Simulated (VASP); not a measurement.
**LuBeSi4: single point with PBE**

LuBeSi4:

```
Lu Be Si
1.0
     3.11485    0.00000    0.00000
    -1.55742    2.69754    0.00000
     0.00000    0.00000   11.47001
Lu Be Si
1 1 4
Direct
  0.00000 0.00000 0.00000
  0.00000 0.00000 0.50000
  0.66667 0.33333 0.79485
  0.66667 0.33333 0.36165
  0.33333 0.66667 0.63835
  0.33333 0.66667 0.20515
```

```json
{
  "Program": "VASP 6.6.1",
  "Task": "single point",
  "Functional": "PBE",
  "Potentials or basis": "VASP PAW PBE potentials, release 64 (Lu, Be, Si)",
  "Cutoff": "520 eV",
  "k mesh": "12 × 12 × 4",
  "Occupations": "gaussian, width 0.1 eV",
  "Spin": "no spin polarisation",
  "Dipole correction": "no",
  "Further INCAR settings": "ALGO = Normal; EDIFF = 1e-06; NBANDS = 30"
}
```

```yaml
Pressure: 0.1 GPa
Largest_force: 0.020 eV/Å
```

Forces on the atoms (eV/Å):
```
Lu   0.000  0.000  0.000
Be   0.000  0.000  0.000
Si   0.000  0.000 -0.020
Si   0.000  0.000 -0.008
Si   0.000  0.000  0.008
Si   0.000  0.000  0.020
```

Levels at points of the mesh, in eV from the Fermi level:
```csv
k point,band 18,band 19,band 20,band 21,band 22,band 23,band 24,band 25
"(0.00, 0.00, 0.00)",-1.81,2.72,2.72,3.45,4.20,4.20,4.39,4.39
"(0.50, 0.00, 0.00)",-3.90,-2.71,-1.46,-0.93,0.33,0.45,0.89,0.94
"(0.00, 0.00, 0.50)",-0.75,2.73,2.73,3.27,4.21,4.21,4.32,4.32
"(0.50, 0.00, 0.50)",-3.71,-3.19,-1.92,-0.93,0.37,1.00,1.16,1.51
```

It took 6.3 min on 1 thread of AMD EPYC 7R13 Processor (Zen 3), on a shared host, peak memory 0.32 GiB.

Caveat: spin-orbit coupling is left out, which moves the levels of the heavy elements.
